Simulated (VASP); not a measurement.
# PtS2 (P-3m1) in VASP: settings compared, part 2 of 2

VASP 6.6.1. The steps go on from the part before.

## (5) Single point, PBEsol (18.99 Å³/atom)

This run uses another cell than the first one, of 18.99 Å³/atom.

File INCAR:

```
PREC = Accurate ; ENCUT = 520
EDIFF = 1E-6 ; ISMEAR = -1
SIGMA = 0.05 ; LREAL = False
LASPH = True ; NELM = 80
ALGO = Normal ; ISIF = 2
LWAVE = False ; LCHARG = False
GGA = PS ; NBANDS = 18
```

File KPOINTS:

```
Automatic mesh
0
Gamma
  9 9 5
```

File POSCAR:

```
PtS2
1.0
    3.5898263996      0.0000000000      0.0000000000
   -1.7949131998      3.1088808573      0.0000000000
    0.0000000000      0.0000000000      5.1051076040
Pt S
1 2
Direct
    0.0000000000      0.0000000000      0.0000000000
    0.6666666667      0.3333333333      0.7730000000
    0.3333333333      0.6666666667      0.2270000000
```

Potentials or basis: VASP PAW PBE potentials, release 64 (Pt, S).

Command:

```
> cat potpaw_PBE.64/Pt/POTCAR potpaw_PBE.64/S/POTCAR > POTCAR
> mpirun -np 1 vasp_std > vasp.out
```

OUTCAR:

```text
PREC = Accurate
   ENCUT = 520
   EDIFF = 1E-6
   ISMEAR = -1
   LREAL = False
   LASPH = True
   NELM = 80
   ISIF = 2
   GGA = PS

 ion  position               nearest neighbor table
   1  0.000  0.000  0.000-   2 2.37   3 2.37   2 2.37   3 2.37   2 2.37   3 2.37
   2  0.667  0.333  0.773-   1 2.37   1 2.37   1 2.37
   3  0.333  0.667  0.227-   1 2.37   1 2.37   1 2.37

  LATTYP: Found a hexagonal cell.
 ALAT       =     3.5898263996
 C/A-ratio  =     1.4221043125

  Lattice vectors:

 A1 = (   3.5898263996,   0.0000000000,   0.0000000000)
 A2 = (  -1.7949131998,   3.1088808573,   0.0000000000)
 A3 = (   0.0000000000,   0.0000000000,   5.1051076040)

Analysis of symmetry for initial positions (statically):
=====================================================================
 Subroutine PRICEL returns:
 Original cell was already a primitive cell.

 Routine SETGRP: Setting up the symmetry group for a
 hexagonal supercell.

 Subroutine GETGRP returns: Found 12 space group operations
 (whereof 12 operations were pure point group operations)
 out of a pool of 24 trial point group operations.
[... 164 lines left out ...]

 E-fermi :   6.5433     XC(G=0): -10.5752

 val. band max:        6.1069484334   @ k =   0.0000   0.2222   0.2000
 cond. band min:       7.0277101649   @ k =  -0.1111   0.3333   0.4000
 fundamental gap:      0.9207617315
 Fermi energy:         6.5432765468

 k-point     1 :       0.0000    0.0000    0.0000
  band No.  band energies     occupation
      1      -9.1084      2.00000
      2      -6.0655      2.00000
      3      -0.6257      2.00000
      4      -0.6257      2.00000
      5      -0.5305      2.00000
      6       2.3313      2.00000
[... 481 lines left out ...]
      5       0.6122      2.00000
      6       1.1227      2.00000
[... 10 lines left out ...]
     17      14.5118      0.00000
     18      16.4936      0.00000

 [... further k-points ...]

------------------------ aborting loop because EDIFF is reached ----------------------------------------

  FORCE on cell =-STRESS in cart. coord.  units (eV):
  Direction    XX          YY          ZZ          XY          YZ          ZX
  --------------------------------------------------------------------------------------
  -------------------------------------------------------------------------------------
  Total       -0.2322568     -0.2322568      0.5424175      0.0000000      0.0000000      0.0000000
  in kB       -6.5312539     -6.5312539     15.2532324      0.0000000      0.0000000      0.0000000
  external PRESSURE =       0.7302415 kB  Pullay stress =       0.0000000 kB

 VOLUME and BASIS-vectors are now :
 -----------------------------------------------------------------------------
  energy-cutoff  :      520.00
  volume of cell :       56.97
      direct lattice vectors                 reciprocal lattice vectors
     3.589826400  0.000000000  0.000000000     0.278565003  0.160829579  0.000000000
    -1.794913200  3.108880857  0.000000000     0.000000000  0.321659158  0.000000000
     0.000000000  0.000000000  5.105107604     0.000000000  0.000000000  0.195882257

 POSITION                                       TOTAL-FORCE (eV/Angst)
 -----------------------------------------------------------------------------------
      0.00000      0.00000      0.00000        -0.000000      0.000000      0.000000
      1.79491      1.03629      3.94625         0.000000      0.000000     -0.360003
     -0.00000      2.07259      1.15886         0.000000     -0.000000      0.360003
 -----------------------------------------------------------------------------------
    total drift:                                0.000000     -0.000000      0.000000

  FREE ENERGIE OF THE ION-ELECTRON SYSTEM (eV)
  ---------------------------------------------------
  free  energy   TOTEN  =       -16.9727681594 eV

  energy  without entropy=      -16.9727573387  energy(sigma->0) =      -16.97276275
```

It took 68 s on 1 thread of Intel Xeon 8259CL, shared host; peak memory 0.21 GiB.

Results:

```yaml
Free_energy: -16.9728 eV
Pressure: 0.1 GPa
Largest_force: 0.360 eV/Å
Band_gap_on_the_k_mesh: 0.92 eV (least direct gap 0.96 eV)
```

Forces in eV/Å, atoms in the order of the input:
```
Pt   0.000  0.000  0.000
S    0.000  0.000 -0.360
S    0.000  0.000  0.360
```

Caveat: the PAW data sets were made with another functional, which shifts forces and pressure a little; spin-orbit coupling is left out, which moves the levels of the heavy elements; an odd mesh through Γ misses points on the zone boundary, where band edges can lie.

## (6) The runs side by side

```csv
level,potentials or basis,cell,gap on the mesh (eV),pressure (GPa),largest force (eV/Å)
LDA,"VASP PAW LDA potentials, release 64 (Pt, S)","a = 3.495, b = 3.495, c = 4.971 Å, angles 90.0, 90.0, 120.0°, 3 atoms",0.95,10.9,1.47
LDA,"VASP PAW LDA potentials, release 64 (Pt, S)","a = 3.519, b = 3.519, c = 5.005 Å, angles 90.0, 90.0, 120.0°, 3 atoms",0.93,7.0,1.12
LDA,"VASP PAW LDA potentials, release 64 (Pt, S)","a = 3.590, b = 3.590, c = 5.105 Å, angles 90.0, 90.0, 120.0°, 3 atoms",0.87,-2.3,0.24
PBEsol,"VASP PAW PBE potentials, release 64 (Pt, S)","a = 3.590, b = 3.590, c = 5.105 Å, angles 90.0, 90.0, 120.0°, 3 atoms",0.92,0.1,0.36
```

Alike in all rows: task single point; no spin polarisation; k mesh 9 × 9 × 5; cutoff (eV) 520; smearing fermi-dirac 0.05 eV.

Caveats: spin-orbit coupling is left out, which moves the levels of the heavy elements; an odd mesh through Γ misses points on the zone boundary, where band edges can lie; the cell stands under pressure (at least some runs); forces of over 1 eV/Å act on the atoms, so gaps and moduli don't describe the material at rest (at least some runs); the PAW data sets were made with another functional, which shifts forces and pressure a little (at least some runs).

Absolute energies hang on the potentials; compare differences alone.
